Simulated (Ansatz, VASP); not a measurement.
# Ga2O3: VASP beside Ansatz

The input INCAR:

```
SYSTEM = Ga2O3
ALGO = Normal
EDIFF = 1E-6
ENCUT = 600
GGA = PE
GGA_COMPAT = .False.
ISIF = 2
ISMEAR = 0
KPAR = 4
LASPH = .True.
LCHARG = .True.
LREAL = .False.
LVHAR = .True.
LWAVE = .False.
NBANDS = 55
NELM = 120
PREC = Accurate
SIGMA = 0.05
```

Contents of KPOINTS:

```
k-points
0
Gamma
  10 10 6
  0 0 0
```

File POSCAR:

```
Ga2O3
1.0
    6.2274305652     -1.5417565232      0.0117797520
    6.2274305652      1.5417565232      0.0117797520
   -1.4027234639      0.0000000000      5.8503865487
Ga O
4 6
Direct
    0.0899134338      0.0899134338      0.7947233214
    0.9100865662      0.9100865662      0.2052766786
    0.6585007298      0.6585007298      0.3141978958
    0.3414992702      0.3414992702      0.6858021042
    0.1634883771      0.1634883771      0.1092060624
    0.8365116229      0.8365116229      0.8907939376
    0.1737013129      0.1737013129      0.5643594349
    0.8262986871      0.8262986871      0.4356405651
    0.4960195696      0.4960195696      0.2566813611
    0.5039804304      0.5039804304      0.7433186389
```

Input for Ansatz:

```yaml
crystal:
  lattice:
    - [6.2274305652, -1.5417565232, 0.011779752]
    - [6.2274305652, 1.5417565232, 0.011779752]
    - [-1.4027234639, 0.0, 5.8503865487]
  atoms:
    - { symbol: Ga, position: [0.0899134338, 0.0899134338, 0.7947233214] }
    - { symbol: Ga, position: [0.9100865662, 0.9100865662, 0.2052766786] }
    - { symbol: Ga, position: [0.6585007298, 0.6585007298, 0.3141978958] }
    - { symbol: Ga, position: [0.3414992702, 0.3414992702, 0.6858021042] }
    - { symbol: O, position: [0.1634883771, 0.1634883771, 0.1092060624] }
    - { symbol: O, position: [0.8365116229, 0.8365116229, 0.8907939376] }
    - { symbol: O, position: [0.1737013129, 0.1737013129, 0.5643594349] }
    - { symbol: O, position: [0.8262986871, 0.8262986871, 0.4356405651] }
    - { symbol: O, position: [0.4960195696, 0.4960195696, 0.2566813611] }
    - { symbol: O, position: [0.5039804304, 0.5039804304, 0.7433186389] }
basis:
  ecutwfc: 420
kpoints:
  mp_grid: { grid: [10, 10, 6] }
hamiltonian:
  xc: pbe
scf:
  occupations: { method: gaussian, width: 0.05 }
output:
  forces: true
  stress: true
  eigenvalues: true
```

Change from the starting cell: strain +0.000 along x and y, +0.025 along z, atoms carried along.

Alike in both runs: task single point; functional PBE; k mesh 10 × 10 × 6; occupations gaussian, width 0.05 eV; no spin polarisation.

|  | VASP | Ansatz |
| --- | --- | --- |
| version | VASP 6.6.1 | Ansatz 0.2.0 |
| potentials or method | VASP PAW PBE potentials, release 64 (Ga_d, O), cutoff 600 eV | scalar-relativistic, plane waves, PAW |
| valence electrons in the cell | 88 | 88 |

VASP gave:

| Property | Result |
| --- | --- |
| gap on the k mesh at the Fermi level (eV) | 1.75 |
| least direct gap on the mesh (eV) | 1.89 |
| pressure (GPa) | -3.7 |
| traceless stress, the component that is largest in VASP (GPa) | -4.64 |
| rms of the force components (eV/Å) | 0.130 |

**Question.** What did Ansatz give for the same quantities?

**Answer.** gap on the k mesh at the Fermi level (eV): 1.77; least direct gap on the mesh (eV): 1.91; pressure (GPa): -4.1; traceless stress, the component that is largest in VASP (GPa): -4.61; rms of the force components (eV/Å): 0.131.

Atom by atom the forces differ by 0.008 eV/Å (rms over components).
